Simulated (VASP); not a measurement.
# Si7C8O (a cell with a defect) in VASP: further runs, part 2 of 2

VASP 6.6.1. The steps go on from the part before.

### 4 Single point, PBEsol

INCAR

```
SYSTEM = Si7C8O
PREC = Accurate ; ENCUT = 520
EDIFF = 1E-7 ; ISMEAR = -5
SIGMA = 0.05 ; LREAL = Auto
LASPH = .True. ; NELM = 100
ALGO = Normal ; ISIF = 2
LWAVE = .False. ; LCHARG = .True.
GGA = PS ; LELF = .True.
LVHAR = .True. ; NBANDS = 47
```

KPOINTS

```
Automatic mesh
0
Gamma
  2 2 2
  0.5 0.5 0.5
```

POSCAR

```
Si7C8O
1.0
    8.7137060000      0.0000000000      0.0000000000
    0.0000000000      4.3568530000      0.0000000000
    0.0000000000      0.0000000000      4.3568530000
Si C O
7 8 1
Direct
    0.9866540000      0.0248750000      0.0051980000
    0.4924820000      0.9702120000      0.9978750000
    0.2558190000      0.4920440000      0.0078250000
    0.7559320000      0.5141610000      0.0114420000
    0.2458210000      0.9941830000      0.5353580000
    0.7553520000      0.0056310000      0.4997760000
    0.0039520000      0.5024610000      0.5074460000
    0.1405050000      0.2735110000      0.2457740000
    0.6076550000      0.2408150000      0.2168870000
    0.3852460000      0.7865260000      0.2472330000
    0.8830020000      0.7482090000      0.2692240000
    0.3752100000      0.2441180000      0.7756770000
    0.8643480000      0.2241520000      0.7728160000
    0.1103500000      0.7549540000      0.7606320000
    0.6209930000      0.7578570000      0.7418240000
    0.3760420000      0.7359730000      0.7333080000
```

Potentials or basis: VASP PAW PBE potentials, release 64 (Si, C, O).

Launch:

```
$ cat potpaw_PBE.64/Si/POTCAR potpaw_PBE.64/C/POTCAR potpaw_PBE.64/O/POTCAR > POTCAR
$ mpirun -np 1 vasp_std > vasp.out
```

OUTCAR:

```text
SYSTEM = Si7C8O
   PREC = Accurate
   ENCUT = 520
   EDIFF = 1E-7
   ISMEAR = -5
   LREAL = Auto
   LASPH = .True.
   NELM = 100
   ISIF = 2
   GGA = PS

 ion  position               nearest neighbor table
   1  0.987  0.025  0.005-  13 1.71  11 1.90  14 1.92   8 2.02   4 2.93   6 2.95   6 2.99   4 3.00
                             7 3.01   7 3.02   5 3.05   3 3.11   7 3.15
   2  0.492  0.970  0.998-  10 1.64   9 1.82  15 1.83  16 1.84  12 1.85   3 2.93   5 2.95   4 3.04
                             3 3.07
   3  0.256  0.492  0.008-   8 1.73  12 1.81  16 1.91  10 2.00  14 2.02   2 2.93   5 2.99   5 3.01
                             2 3.07   7 3.09   7 3.09   1 3.11
   4  0.756  0.514  0.011-  11 1.88  13 1.89   9 1.97  15 1.97   1 2.93   1 3.00   6 3.02   2 3.04
                             7 3.06   6 3.07   7 3.08   6 3.09   6 3.14
   5  0.246  0.994  0.535-  16 1.82  14 1.86  12 1.88  10 1.97   8 1.98   2 2.95   3 2.99   3 3.01
                             7 3.01   1 3.05   7 3.06
   6  0.755  0.006  0.500-  13 1.80  11 1.87  15 1.91   9 2.06   1 2.95   1 2.99   4 3.02   7 3.06
                             4 3.07   7 3.08   4 3.09   4 3.14
   7  0.004  0.502  0.507-  14 1.81  11 1.83   8 1.93  13 2.07   5 3.01   1 3.01   1 3.02   4 3.06
                             5 3.06   6 3.06   4 3.08   6 3.08   3 3.09   3 3.09   1 3.15
   8  0.141  0.274  0.246-   3 1.73   7 1.93   5 1.98   1 2.02
   9  0.608  0.241  0.217-   2 1.82   4 1.97   6 2.06
  10  0.385  0.787  0.247-   2 1.64   5 1.97   3 2.00
  11  0.883  0.748  0.269-   7 1.83   6 1.87   4 1.88   1 1.90
  12  0.375  0.244  0.776-   3 1.81   2 1.85   5 1.88
  13  0.864  0.224  0.773-   1 1.71   6 1.80   4 1.89   7 2.07
  14  0.110  0.755  0.761-   7 1.81   5 1.86   1 1.92   3 2.02
  15  0.621  0.758  0.742-   2 1.83   6 1.91   4 1.97
  16  0.376  0.736  0.733-   5 1.82   2 1.84   3 1.91

  LATTYP: Found a simple tetragonal cell.
 ALAT       =     4.3568530000
 C/A-ratio  =     2.0000000000

  Lattice vectors:

 A1 = (   0.0000000000,   4.3568530000,   0.0000000000)
 A2 = (   0.0000000000,   0.0000000000,   4.3568530000)
 A3 = (   8.7137060000,   0.0000000000,   0.0000000000)

Analysis of symmetry for initial positions (statically):
=====================================================================
 Subroutine PRICEL returns:
 Original cell was already a primitive cell.

 Routine SETGRP: Setting up the symmetry group for a
 simple tetragonal supercell.

 Subroutine GETGRP returns: Found  1 space group operations
 (whereof  1 operations were pure point group operations)
 out of a pool of 16 trial point group operations.

The static configuration has the point symmetry C_1 .

Analysis of symmetry for dynamics (positions and initial velocities):
=====================================================================
 Subroutine PRICEL returns:
 Original cell was already a primitive cell.

 Routine SETGRP: Setting up the symmetry group for a
 simple tetragonal supercell.

 Subroutine GETGRP returns: Found  1 space group operations
 (whereof  1 operations were pure point group operations)
 out of a pool of 16 trial point group operations.

The dynamic configuration has the point symmetry C_1 .

 Subroutine INISYM returns: Found  1 space group operations
 (whereof  1 operations are pure point group operations),
 and found     1 'primitive' translations

----------------------------------------------------------------------------------------
[... 85 lines left out ...]
   number of dos      NEDOS =    301   number of ions     NIONS =     16
   total plane-waves  NPLWV =  71680
   dimension x,y,z NGX =    70 NGY =   32 NGZ =   32
   dimension x,y,z NGXF=   140 NGYF=   64 NGZF=   64
   ions per type =               7   8   1
   NGX,Y,Z   is equivalent  to a cutoff of  13.36, 12.21, 12.21 a.u.
   NGXF,Y,Z  is equivalent  to a cutoff of  26.71, 24.42, 24.42 a.u.
 SYSTEM =  Si7C8O
   PREC   = accura    normal or accurate (medium, high low for compatibility)
   ISTART =      0    job   : 0-new  1-cont  2-samecut
   ICHARG =      2    charge: 1-file 2-atom 10-const
   ISPIN  =      1    spin polarized calculation?
   LNONCOLLINEAR =      F non collinear calculations
   LSORBIT =      F    spin-orbit coupling
   LASPH  =      T    aspherical Exc in radial PAW
   ENCUT  =  520.0 eV  38.22 Ry    6.18 a.u.  16.20  8.10  8.10*2*pi/ulx,y,z
   NELM   =    100;   NELMIN=  2; NELMDL= -5     # of ELM steps
   EDIFF  = 0.1E-06   stopping-criterion for ELM
   LREAL  =      T    real-space projection
   EDIFFG = 0.1E-05   stopping-criterion for IOM
   NSW    =      0    number of steps for IOM
   IBRION =     -1    ionic relax: 0-MD 1-quasi-New 2-CG
   NFREE  =      0    steps in history (QN), initial steepest desc. (CG)
   ISIF   =      2    stress and relaxation
   ISYM   =      2    0-nonsym 1-usesym 2-fastsym
   POTIM  = 0.5000    time-step for ionic-motion
   TEBEG  =    0.0;   TEEND  =   0.0 temperature during run
   PSTRESS=    0.0 pullay stress
   NELECT =      66.0000    total number of electrons
   NUPDOWN=      -1.0000    fix difference up-down
   EMIN   =  10.00;   EMAX   =-10.00  energy-range for DOS
   EFERMI =   0.00;   METHOD = LEGACY
   ISMEAR =    -5;   SIGMA  =   0.05  broadening in eV -4-tet -1-fermi 0-gaus
   EFERMI_NEDOS =   21; number of points for ismear=-14 and -15
   IALGO  =     38    algorithm
   IMIX   =      4    mixing-type and parameters
     AMIX     =   0.40;   BMIX     =  1.00
     AMIX_MAG =   1.60;   BMIX_MAG =  1.00
  volume/ion in A,a.u.               =      10.34        69.76
  Fermi-wavevector in a.u.,A,eV,Ry     =   1.205239  2.277572 19.763843  1.452601
  Thomas-Fermi vector in A             =   2.340941
   LORBIT       =      0    0 simple, 1 ext, 2 COOP (PROOUT), +10 PAW based schemes
   GGA     = PS    functional components
   LHFCALC =     F    Hartree Fock is set to
   AEXX    =    0.0000 exact exchange contribution
   IVDW    =     0    specifies the selected vdW correction
   LEPSILON=     F    determine dielectric tensor
   LRPA    =     F    only Hartree local field effects (RPA)
 non-spin polarized calculation
 Fermi weights with tetrahedron method with Bloechl corrections
  energy-cutoff  :      520.00
  volume of cell :      165.41
 maximum number of plane-waves:      4455
 NGX is ok and might be reduce to    64
   NGX = 33   NGY = 17   NGZ = 17

 number of electron      65.9999995 magnetization

 Free energy of the ion-electron system (eV)
  ---------------------------------------------------
  ext. energy  EPLUGINS =         0.00000000
  ---------------------------------------------------
  free energy    TOTEN  =      -112.94082230 eV

  energy without entropy =     -112.94082230  energy(sigma->0) =     -112.94082230

 E-fermi :   7.5421     XC(G=0): -11.3664

 val. band max:        7.5302099324   @ k =   0.2500  -0.2500  -0.2500
 cond. band min:       7.7272028030   @ k =   0.2500   0.2500  -0.2500
 fundamental gap:      0.1969928706
 Fermi energy:         7.5421290679

 k-point     1 :       0.2500    0.2500    0.2500
  band No.  band energies     occupation
      1     -13.6317      2.00000
      2      -7.1807      2.00000
      3      -5.7482      2.00000
      4      -5.2059      2.00000
      5      -4.9253      2.00000
      6      -4.6227      2.00000
[... 181 lines left out ...]
     44      13.9900      0.00000
     45      14.4354      0.00000
 [bands above 45 left out]

------------------------ aborting loop because EDIFF is reached ----------------------------------------

  FORCE on cell =-STRESS in cart. coord.  units (eV):
  Direction    XX          YY          ZZ          XY          YZ          ZX
  --------------------------------------------------------------------------------------
  -------------------------------------------------------------------------------------
  Total       13.1323296      9.5454236     10.8066395      2.0919091     -5.3865860     -2.0152332
  in kB      127.2048410     92.4606774    104.6773043     20.2630435    -52.1765627    -19.5203306
  external PRESSURE =     108.1142743 kB  Pullay stress =       0.0000000 kB

 VOLUME and BASIS-vectors are now :
 -----------------------------------------------------------------------------
  energy-cutoff  :      520.00
  volume of cell :      165.41
      direct lattice vectors                 reciprocal lattice vectors
     8.713706000  0.000000000  0.000000000     0.114761733  0.000000000  0.000000000
     0.000000000  4.356853000  0.000000000     0.000000000  0.229523466  0.000000000
     0.000000000  0.000000000  4.356853000     0.000000000  0.000000000  0.229523466

 POSITION                                       TOTAL-FORCE (eV/Angst)
 -----------------------------------------------------------------------------------
      8.59741      0.10838      0.02265         4.078292     -2.810977      2.064490
      4.29134      4.22707      4.34759         5.082564      3.603304     -3.159074
      2.22913      2.14376      0.03409         0.402328      2.539212     -0.063541
      6.58697      2.24012      0.04985        -3.242086     -0.810116     -0.572147
      2.14201      4.33151      2.33248         0.587174      1.074814     -3.283456
      6.58192      0.02453      2.17745        -3.746148     -0.462721     -1.279647
[... 8 lines left out ...]
      5.41115      3.30187      3.23202         3.895524      0.581710      1.341050
      3.27672      3.20653      3.19492         1.270953     -2.792849     -1.972282
 -----------------------------------------------------------------------------------
    total drift:                                0.011180      0.000751     -0.001938

  FREE ENERGIE OF THE ION-ELECTRON SYSTEM (eV)
  ---------------------------------------------------
  free  energy   TOTEN  =      -112.9408222992 eV

  energy  without entropy=     -112.9408222992  energy(sigma->0) =     -112.94082230
```

Run time: 26 s. Hardware: 1 thread of Intel Xeon 6975P-C (Granite Rapids), shared host; peak memory 0.24 GiB.

What came out:

```yaml
Free_energy: -112.9408 eV
Pressure: 10.8 GPa
Largest_force: 7.961 eV/Å
Band_gap_on_the_k_mesh: 0.20 eV
```

Forces on the atoms (eV/Å):
```
Si   4.078 -2.811  2.064
Si   5.083  3.603 -3.159
Si   0.402  2.539 -0.064
Si  -3.242 -0.810 -0.572
Si   0.587  1.075 -3.283
Si  -3.746 -0.463 -1.280
Si   0.206 -0.863  0.018
C   -3.933 -2.632  2.705
C    4.605  0.703  1.569
C   -6.052 -3.217  4.052
C   -0.861  0.667 -0.821
C   -1.561  0.516 -0.080
C   -0.111  3.660 -1.853
C   -0.622  0.244  1.335
C    3.896  0.582  1.341
O    1.271 -2.793 -1.972
```

Levels at points of the mesh, in eV from the valence-band top:
```tsv
k point	band 31	band 32	band 33	band 34	band 35	band 36
(0.25, 0.25, 0.25)	-0.74	-0.38	-0.16	0.25	0.54	0.94
```

Caveat: the k points lie up to 0.72 Å⁻¹ apart; the PAW data sets were made with another functional, which shifts forces and pressure a little.

### 5 Single point, PBEsol+D3(BJ)

INCAR

```
SYSTEM = Si7C8O
ALGO = Normal ; EDIFF = 1E-6
ENCUT = 520 ; GGA = PS
ISIF = 2 ; ISMEAR = -1
IVDW = 12 ; LASPH = .TRUE.
LCHARG = .FALSE. ; LREAL = Auto
LWAVE = .FALSE. ; NBANDS = 47
NELM = 100 ; PREC = Accurate
SIGMA = 0.05
```

KPOINTS is that of step 4.

POSCAR is that of step 4.

Launch:

```
$ cat potpaw_PBE.64/Si/POTCAR potpaw_PBE.64/C/POTCAR potpaw_PBE.64/O/POTCAR > POTCAR
$ mpirun -np 1 vasp_std > vasp.out
```

It took 27 s on 1 thread of Intel Xeon 6975P-C (Granite Rapids), shared host; peak memory 0.25 GiB.

It converged, with:

```yaml
Free_energy: -116.5095 eV
Pressure: 7.5 GPa
Largest_force: 7.887 eV/Å
Band_gap_on_the_k_mesh: 0.22 eV
Dispersion_energy_per_atom: -0.222 eV
```

Forces in eV/Å, atoms in the order of the input:
```
Si   4.084 -2.796  2.069
Si   5.023  3.587 -3.126
Si   0.471  2.541 -0.099
Si  -3.225 -0.806 -0.557
Si   0.629  1.069 -3.253
Si  -3.731 -0.467 -1.267
Si   0.221 -0.874  0.021
C   -3.950 -2.623  2.705
C    4.595  0.681  1.550
C   -6.011 -3.173  4.002
C   -0.867  0.665 -0.820
C   -1.586  0.487 -0.070
C   -0.104  3.669 -1.857
C   -0.623  0.251  1.303
C    3.889  0.579  1.327
O    1.184 -2.791 -1.927
```

Stress tensor (GPa, compression positive):
```
 9.23  2.03 -1.93
 2.03  5.89 -5.06
-1.93 -5.06  7.26
```

Levels at points of the mesh, in eV from the valence-band top:
```tsv
k point	band 29	band 30	band 31	band 32	band 33	band 34	band 35	band 36	band 37	band 38
(0.25, 0.25, 0.25)	-1.44	-1.02	-0.74	-0.39	-0.16	0.24	0.55	0.96	2.83	3.41
```

Caveat: the k points lie up to 0.72 Å⁻¹ apart; three body term missing; the PAW data sets were made with another functional, which shifts forces and pressure a little.

### 6 The runs side by side

```tsv
level	potentials or basis	smearing	gap on the mesh (eV)	pressure (GPa)	largest force (eV/Å)
LDA	VASP PAW LDA potentials, release 64 (Si, C, O)	fermi-dirac 0.05 eV	0.21	6.5	7.72
PBEsol	VASP PAW PBE potentials, release 64 (Si, C, O)	gaussian 0.01 eV	0.20	10.8	7.96
PBEsol	VASP PAW PBE potentials, release 64 (Si, C, O)	tetrahedron	0.20	10.8	7.96
PBEsol+D3(BJ)	VASP PAW PBE potentials, release 64 (Si, C, O)	fermi-dirac 0.05 eV	0.22	7.5	7.89
```

Alike in all rows: task single point; no spin polarisation; cell as given; k mesh 2 × 2 × 2, shifted; cutoff (eV) 520.

Caveats: all runs use coarse meshes; the PAW data sets were made with another functional, which shifts forces and pressure a little (some runs); three body term missing (some runs).

Absolute energies hang on the potentials; compare differences alone.
